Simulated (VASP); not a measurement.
Runs of VASP 6.6.1 on Sn. It takes space group Im-3m (No. 229, cubic). Conventional cell: a = 3.789 Å, b = 3.789 Å, c = 3.789 Å, α = 90.00°, β = 90.00°, γ = 90.00°. Sn (site symmetry m-3m) has 14 Sn at 3.28 to 3.79 Å within 4.3 Å. 

| smearing | gap on the mesh (eV) | pressure (GPa) |
| --- | --- | --- |
| gaussian 0.3 eV | none | -0.7 |
| gaussian 0.1 eV | none | -0.9 |
| gaussian 0.2 eV | none | -0.7 |
| gaussian 0.5 eV | none | (a) |

Alike in all rows: task single point; level r2SCAN; potentials or basis VASP PAW PBE potentials, release 64 (Sn_d); no spin polarisation; cell as given; k mesh 9 × 9 × 9; cutoff (eV) 550.

**Question.** Estimate the missing entries.

**Answer.** (a) -0.6.

Caveats: the PAW data sets were made with another functional, which shifts forces and pressure a little; spin-orbit coupling is left out, which moves the levels of the heavy elements.

A k mesh can miss the band edges, and the runs leave out spin-orbit coupling on Sn.

A gap of «none» marks levels without a gap at the run's occupations.
